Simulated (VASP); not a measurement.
# Li (Im-3m) in VASP: notebook

Li is run at these levels: PBE; tasks: single point, relaxation of cell and atoms.

Program: VASP 6.6.1. These are calculated values, not measurements. Logs are shortened: lines on timing, memory, paths and dates and some standing lists are left out, and cuts for length are marked.

**1. The cell of the first run**

The structure is cubic, space group Im-3m (No. 229). Conventional cell: a = 3.434 Å, b = 3.434 Å, c = 3.434 Å, α = 90.00°, β = 90.00°, γ = 90.00°. Li (site symmetry m-3m) has 14 Li at 2.97 to 3.43 Å within 3.9 Å.

**2. Single point, PBE**

File INCAR:

```
SYSTEM = Li
ALGO = Normal
EDIFF = 1E-6
ENCUT = 520
GGA = PE
ISIF = 2
ISMEAR = 1
LASPH = .TRUE.
LCHARG = .TRUE.
LELF = .TRUE.
LREAL = .FALSE.
LVHAR = .TRUE.
LWAVE = .FALSE.
NBANDS = 10
NELM = 100
PREC = Accurate
SIGMA = 0.1
```

File KPOINTS:

```
k-points
0
G
  20 20 20
  0 0 0
```

File POSCAR:

```
Li
1.0
    3.4341498903      0.0000000000      0.0000000000
    0.0000000000      3.4341498903      0.0000000000
    0.0000000000      0.0000000000      3.4341498903
Li
2
Direct
    0.0000000000      0.0000000000      0.0000000000
    0.5000000000      0.5000000000      0.5000000000
```

Potentials or basis: VASP PAW PBE potentials, release 64 (Li_sv).

On the command line:

```bash
cat potpaw_PBE.64/Li_sv/POTCAR > POTCAR
mpirun -np 1 vasp_std > vasp.out
```

OUTCAR:

```text
SYSTEM = Li
   EDIFF = 1E-6
   ENCUT = 520
   GGA = PE
   ISIF = 2
   ISMEAR = 1
   LASPH = .TRUE.
   LREAL = .FALSE.
   NELM = 100
   PREC = Accurate

 ion  position               nearest neighbor table
   1  0.000  0.000  0.000-
   2  0.500  0.500  0.500-

  LATTYP: Found a simple cubic cell.
 ALAT       =     3.4341498903

  Lattice vectors:

 A1 = (   3.4341498903,   0.0000000000,   0.0000000000)
 A2 = (   0.0000000000,   3.4341498903,   0.0000000000)
 A3 = (   0.0000000000,   0.0000000000,   3.4341498903)

Analysis of symmetry for initial positions (statically):
=====================================================================
 Subroutine PRICEL returns following result:

  LATTYP: Found a body centered cubic cell.
 ALAT       =     3.4341498903

  Lattice vectors:

 A1 = (   1.7170749452,   1.7170749452,  -1.7170749451)
 A2 = (  -1.7170749452,   1.7170749451,   1.7170749451)
 A3 = (   1.7170749452,  -1.7170749451,   1.7170749452)

   2 primitive cells build up your supercell.

 Routine SETGRP: Setting up the symmetry group for a
 simple cubic supercell.

 Subroutine GETGRP returns: Found 48 space group operations
 (whereof 48 operations were pure point group operations)
 out of a pool of 48 trial point group operations.

The static configuration has the point symmetry O_h .

Analysis of symmetry for dynamics (positions and initial velocities):
=====================================================================
 Subroutine PRICEL returns following result:

  LATTYP: Found a body centered cubic cell.
 ALAT       =     3.4341498903

  Lattice vectors:

 A1 = (   1.7170749452,   1.7170749452,  -1.7170749451)
 A2 = (  -1.7170749452,   1.7170749451,   1.7170749451)
 A3 = (   1.7170749452,  -1.7170749451,   1.7170749452)

   2 primitive cells build up your supercell.

 Routine SETGRP: Setting up the symmetry group for a
 simple cubic supercell.

 Subroutine GETGRP returns: Found 48 space group operations
 (whereof 48 operations were pure point group operations)
 out of a pool of 48 trial point group operations.

The dynamic configuration has the point symmetry O_h .

 Subroutine INISYM returns: Found 48 space group operations
 (whereof 48 operations are pure point group operations),
 and found     2 'primitive' translations

----------------------------------------------------------------------------------------

                                     Primitive cell

  volume of cell :      20.2501

  direct lattice vectors                    reciprocal lattice vectors
     1.717074945  1.717074945 -1.717074945     0.291192881  0.291192881  0.000000000
    -1.717074945  1.717074945  1.717074945    -0.000000000  0.291192881  0.291192881
     1.717074945 -1.717074945  1.717074945     0.291192881  0.000000000  0.291192881

  length of vectors
     2.974061045  2.974061045  2.974061045     0.411808921  0.411808921  0.411808921

  position of ions in fractional coordinates (direct lattice)
     0.000000000  0.000000000  0.000000000

  ion indices of the primitive-cell ions
   primitive index   ion index
                 1           1

----------------------------------------------------------------------------------------

 KPOINTS: k-points

Automatic generation of k-mesh.
 Grid dimensions read from file:
 generate k-points for:   20   20   20

 Generating k-lattice:

  Cartesian coordinates                     Fractional coordinates (reciprocal lattice)
     0.014559644  0.000000000  0.000000000     0.050000000  0.000000000  0.000000000
     0.000000000  0.014559644  0.000000000     0.000000000  0.050000000  0.000000000
     0.000000000  0.000000000  0.014559644     0.000000000  0.000000000  0.050000000

  Length of vectors
     0.014559644  0.014559644  0.014559644

  Shift w.r.t. Gamma in fractional coordinates (k-lattice)
     0.000000000  0.000000000  0.000000000

 Subroutine IBZKPT returns following result:
 ===========================================

 Found    286 irreducible k-points:

 Following reciprocal coordinates:
            Coordinates               Weight
  0.000000  0.000000  0.000000      1.000000
  0.050000  0.000000  0.000000      6.000000
  0.100000  0.000000  0.000000      6.000000
  0.150000  0.000000  0.000000      6.000000
  0.200000  0.000000  0.000000      6.000000
  0.250000  0.000000  0.000000      6.000000
[... 16 lines left out ...]
  0.150000  0.100000  0.000000     24.000000
  0.200000  0.100000  0.000000     24.000000
 [... further k-points ...]
   k-points           NKPTS =    286   k-points in BZ     NKDIM =    286   number of bands    NBANDS=     10
   number of dos      NEDOS =    301   number of ions     NIONS =      2
   total plane-waves  NPLWV =  21952
   dimension x,y,z NGX =    28 NGY =   28 NGZ =   28
   dimension x,y,z NGXF=    56 NGYF=   56 NGZF=   56
   ions per type =               2
   NGX,Y,Z   is equivalent  to a cutoff of  13.55, 13.55, 13.55 a.u.
   NGXF,Y,Z  is equivalent  to a cutoff of  27.11, 27.11, 27.11 a.u.
 SYSTEM =  Li
   PREC   = accura    normal or accurate (medium, high low for compatibility)
   ISTART =      0    job   : 0-new  1-cont  2-samecut
   ICHARG =      2    charge: 1-file 2-atom 10-const
   ISPIN  =      1    spin polarized calculation?
   LNONCOLLINEAR =      F non collinear calculations
   LSORBIT =      F    spin-orbit coupling
   LASPH  =      T    aspherical Exc in radial PAW
   ENCUT  =  520.0 eV  38.22 Ry    6.18 a.u.   6.39  6.39  6.39*2*pi/ulx,y,z
   NELM   =    100;   NELMIN=  2; NELMDL= -5     # of ELM steps
   EDIFF  = 0.1E-05   stopping-criterion for ELM
   LREAL  =      F    real-space projection
   EDIFFG = 0.1E-04   stopping-criterion for IOM
   NSW    =      0    number of steps for IOM
   IBRION =     -1    ionic relax: 0-MD 1-quasi-New 2-CG
   NFREE  =      0    steps in history (QN), initial steepest desc. (CG)
   ISIF   =      2    stress and relaxation
   ISYM   =      2    0-nonsym 1-usesym 2-fastsym
   POTIM  = 0.5000    time-step for ionic-motion
   TEBEG  =    0.0;   TEEND  =   0.0 temperature during run
   PSTRESS=    0.0 pullay stress
   NELECT =       6.0000    total number of electrons
   NUPDOWN=      -1.0000    fix difference up-down
   EMIN   =  10.00;   EMAX   =-10.00  energy-range for DOS
   EFERMI =   0.00;   METHOD = LEGACY
   ISMEAR =     1;   SIGMA  =   0.10  broadening in eV -4-tet -1-fermi 0-gaus
   EFERMI_NEDOS =   21; number of points for ismear=-14 and -15
   IALGO  =     38    algorithm
   IMIX   =      4    mixing-type and parameters
     AMIX     =   0.40;   BMIX     =  1.00
     AMIX_MAG =   1.60;   BMIX_MAG =  1.00
  volume/ion in A,a.u.               =      20.25       136.65
  Fermi-wavevector in a.u.,A,eV,Ry     =   0.866242  1.636960 10.209479  0.750376
  Thomas-Fermi vector in A             =   1.984603
   LORBIT       =      0    0 simple, 1 ext, 2 COOP (PROOUT), +10 PAW based schemes
   GGA     = PE    functional components
   LHFCALC =     F    Hartree Fock is set to
   AEXX    =    0.0000 exact exchange contribution
   IVDW    =     0    specifies the selected vdW correction
   LEPSILON=     F    determine dielectric tensor
   LRPA    =     F    only Hartree local field effects (RPA)
 non-spin polarized calculation
 Methfessel and Paxton  Order N= 1 SIGMA  =   0.10
  energy-cutoff  :      520.00
  volume of cell :       40.50
 maximum number of plane-waves:      1112
 NGX is ok and might be reduce to    28
   NGX = 13   NGY = 13   NGZ = 13

 number of electron       6.0000001 magnetization

 Free energy of the ion-electron system (eV)
  ---------------------------------------------------
  ext. energy  EPLUGINS =         0.00000000
  ---------------------------------------------------
  free energy    TOTEN  =        -3.80835193 eV

  energy without entropy =       -3.80787080  energy(sigma->0) =       -3.80819156

 E-fermi :   0.6499     XC(G=0):  -7.0465

 val. band max:        0.6499015410   @ k =   0.5000   0.4000   0.0000
 cond. band min:       0.6636422968   @ k =   0.4500   0.3000   0.0000
 fundamental gap:      0.0137407558
 Fermi energy:         0.6499129376

 k-point     1 :       0.0000    0.0000    0.0000
  band No.  band energies     occupation
      1     -45.8988      2.00000
      2     -45.8657      2.00000
      3      -2.9337      2.00000
      4       6.1525      0.00000
      5       6.1525      0.00000
      6       6.1525      0.00000
      7       8.4059      0.00000
      8       8.4059      0.00000
      9      14.2439      0.00000
     10      15.2433      0.00000

 k-point     2 :       0.0500    0.0000    0.0000
  band No.  band energies     occupation
      1     -45.8985      2.00000
      2     -45.8660      2.00000
      3      -2.9100      2.00000
      4       5.7670      0.00000
      5       6.1831      0.00000
      6       6.1831      0.00000
      7       8.4378      0.00000
      8       8.8356      0.00000
      9      14.3012      0.00000
     10      15.1092      0.00000

 k-point     3 :       0.1000    0.0000    0.0000
  band No.  band energies     occupation
      1     -45.8978      2.00000
      2     -45.8665      2.00000
      3      -2.8389      2.00000
      4       5.0053      0.00000
      5       6.2749      0.00000
      6       6.2749      0.00000
      7       8.5334      0.00000
      8       9.7228      0.00000
      9      14.5404      0.00000
     10      14.7217      0.00000

 k-point     4 :       0.1500    0.0000    0.0000
  band No.  band energies     occupation
      1     -45.8967      2.00000
      2     -45.8674      2.00000
      3      -2.7204      2.00000
      4       4.1784      0.00000
      5       6.4279      0.00000
      6       6.4279      0.00000
      7       8.6927      0.00000
      8      10.7275      0.00000
      9      14.1381      0.00000
     10      14.1391      0.00000

 k-point     5 :       0.2000    0.0000    0.0000
  band No.  band energies     occupation
      1     -45.8952      2.00000
      2     -45.8685      2.00000
      3      -2.5540      2.00000
      4       3.3666      0.00000
      5       6.6417      0.00000
      6       6.6417      0.00000
      7       8.9157      0.00000
      8      11.6939      0.00000
      9      13.4352      0.00000
     10      13.4352      0.00000

 k-point     6 :       0.2500    0.0000    0.0000
  band No.  band energies     occupation
      1     -45.8932      2.00000
      2     -45.8700      2.00000
      3      -2.3391      2.00000
      4       2.5932     -0.00000
      5       6.9161      0.00000
      6       6.9161      0.00000
      7       9.2024      0.00000
      8      12.4473      0.00000
      9      12.6799      0.00000
     10      12.6799      0.00000
[... 183 lines left out ...]
 k-point    21 :       0.5000    0.0500    0.0000
  band No.  band energies     occupation
      1     -45.8808      2.00000
      2     -45.8808      2.00000
      3      -0.4975      2.00000
      4      -0.4975      2.00000
      5       8.8580      0.00000
      6       8.8580      0.00000
      7       9.2007      0.00000
      8       9.2007      0.00000
      9      11.8935      0.00000
     10      11.8935      0.00000

 k-point    22 :       0.1000    0.1000    0.0000
  band No.  band energies     occupation
      1     -45.8969      2.00000
      2     -45.8671      2.00000
      3      -2.7442      2.00000
      4       4.7596      0.00000
      5       5.5734      0.00000
      6       6.3971      0.00000
      7       9.3293      0.00000
      8      10.3004      0.00000
      9      13.9541      0.00000
     10      14.4028      0.00000

 k-point    23 :       0.1500    0.1000    0.0000
  band No.  band energies     occupation
      1     -45.8959      2.00000
      2     -45.8679      2.00000
      3      -2.6259      2.00000
      4       4.1338      0.00000
      5       5.5494      0.00000
      6       6.5498      0.00000
      7       9.6296      0.00000
      8      11.1494      0.00000
      9      13.2631      0.00000
     10      13.9759      0.00000

 k-point    24 :       0.2000    0.1000    0.0000
  band No.  band energies     occupation
      1     -45.8944      2.00000
      2     -45.8690      2.00000
      3      -2.4596      2.00000
      4       3.3844      0.00000
      5       5.7149      0.00000
      6       6.7631      0.00000
      7       9.8927      0.00000
      8      12.0714      0.00000
      9      12.4975      0.00000
     10      13.3869      0.00000

 [... further k-points ...]

------------------------ aborting loop because EDIFF is reached ----------------------------------------

  FORCE on cell =-STRESS in cart. coord.  units (eV):
  Direction    XX          YY          ZZ          XY          YZ          ZX
  --------------------------------------------------------------------------------------
  -------------------------------------------------------------------------------------
  Total       -0.0151719     -0.0151719     -0.0151719      0.0000000      0.0000000      0.0000000
  in kB       -0.6001939     -0.6001939     -0.6001939      0.0000000      0.0000000      0.0000000
  external PRESSURE =      -0.6001939 kB  Pullay stress =       0.0000000 kB

 VOLUME and BASIS-vectors are now :
 -----------------------------------------------------------------------------
  energy-cutoff  :      520.00
  volume of cell :       40.50
      direct lattice vectors                 reciprocal lattice vectors
     3.434149890  0.000000000  0.000000000     0.291192881  0.000000000  0.000000000
     0.000000000  3.434149890  0.000000000     0.000000000  0.291192881  0.000000000
     0.000000000  0.000000000  3.434149890     0.000000000  0.000000000  0.291192881

 POSITION                                       TOTAL-FORCE (eV/Angst)
 -----------------------------------------------------------------------------------
      0.00000      0.00000      0.00000        -0.000000     -0.000000     -0.000000
      1.71707      1.71707      1.71707         0.000000      0.000000      0.000000
 -----------------------------------------------------------------------------------
    total drift:                                0.000000      0.000000      0.000000

  FREE ENERGIE OF THE ION-ELECTRON SYSTEM (eV)
  ---------------------------------------------------
  free  energy   TOTEN  =        -3.8083519346 eV

  energy  without entropy=       -3.8078707972  energy(sigma->0) =       -3.80819156
```

Run time: 31 s. Hardware: 1 thread of Intel Xeon 6975P-C (Granite Rapids), shared host; peak memory 0.2 GiB.

Results:

```
Free energy            : -3.8084 eV
Band gap on the k mesh : zero (bands 3 and 4 overlap by 4.53 eV)
```

Levels at points of the mesh, in eV from the Fermi level:
```
           k point  band 1  band 2  band 3  band 4  band 5  band 6  band 7  band 8
(0.00, 0.00, 0.00)  -46.55  -46.52   -3.58    5.50    5.50    5.50    7.76    7.76
(0.50, 0.00, 0.00)  -46.53  -46.53   -1.17   -1.17    8.52    8.52    8.52    8.52
(0.50, 0.50, 0.00)  -46.53  -46.53    0.22    0.22    3.24    3.24   10.35   10.35
(0.50, 0.50, 0.50)  -46.53  -46.53    3.36    3.36    3.36    3.36    3.36    3.36
```

Caveat: the cutoff is under 1.25 times the usual one of these potentials, so pressure, stress and relaxed cells hold a basis-set (Pulay) error.

**3. Relaxation of cell and atoms, PBE**

This run uses another cell than the first one, of 20.53 Å³/atom.

File INCAR:

```
  PREC = Accurate
  ENCUT = 600
  EDIFF = 1E-6
  ISMEAR = 1
  SIGMA = 0.1
  LREAL = F
  LASPH = T
  NELM = 100
  ALGO = Normal
  ISIF = 3
  LWAVE = F
  LCHARG = F
  GGA = PE
  IBRION = 2
  NSW = 80
  EDIFFG = -0.005
```

File KPOINTS:

```
Automatic mesh
0
Gamma
  20 20 20
```

File POSCAR:

```
Li
1.0
    3.4500000000      0.0000000000      0.0000000000
    0.0000000000      3.4500000000      0.0000000000
    0.0000000000      0.0000000000      3.4500000000
Li
2
Direct
    0.0000000000      0.0000000000      0.0000000000
    0.5000000000      0.5000000000      0.5000000000
```

Potentials or basis: VASP PAW PBE potentials, release 64 (Li_sv).

On the command line:

```bash
cat potpaw_PBE.64/Li_sv/POTCAR > POTCAR
mpirun -np 1 vasp_std > vasp.out
```

Wall time 57 s (1 thread of Intel Xeon 6975P-C (Granite Rapids), shared host); peak memory 0.19 GiB.

It converged, with:

| Property | Result |
| --- | --- |
| Free energy | -3.8084 eV |
| Relaxed volume | 20.09 Å³/atom |
| Relaxed cell | a = 3.425 Å, b = 3.425 Å, c = 3.425 Å, α = 90.00°, β = 90.00°, γ = 90.00° |
| Space group after relaxing (to 0.1 Å) | Im-3m (No. 229) |
| Energy gained by relaxing | 0.4 meV/atom |
| Ionic steps | 3 |
| Pressure after relaxing | 0.0 GPa |
| Band gap on the k mesh | zero (bands 3 and 4 overlap by 4.55 eV) |

Step by step:
| step | energy change (eV) | largest force (eV/Å) | pressure (GPa) | volume (Å³) |
| --- | --- | --- | --- | --- |
| 1 | 0.0000 | 0.0000 | -0.29 | 41.06 |
| 2 | -0.0004 | 0.0000 | -0.22 | 40.84 |
| 3 | -0.0008 | 0.0000 | -0.01 | 40.19 |

Final structure:
```xyz
2
Lattice="3.4252 0.0000 0.0000 0.0000 3.4252 0.0000 0.0000 0.0000 3.4252" Properties=species:S:1:pos:R:3 pbc="T T T"
Li    0.0000    0.0000    0.0000
Li    1.7126    1.7126    1.7126
```

Levels at points of the mesh, in eV from the Fermi level:
```csv
k point,band 1,band 2,band 3,band 4,band 5,band 6
"(0.00, 0.00, 0.00)",-46.53,-46.50,-3.59,5.53,5.53,5.53
"(0.50, 0.00, 0.00)",-46.51,-46.51,-1.17,-1.17,8.57,8.57
"(0.50, 0.50, 0.00)",-46.51,-46.51,0.22,0.22,3.26,3.26
"(0.50, 0.50, 0.50)",-46.51,-46.51,3.38,3.38,3.38,3.38
```

Caveat: the cutoff is under 1.25 times the usual one of these potentials, so pressure, stress and relaxed cells hold a basis-set (Pulay) error.
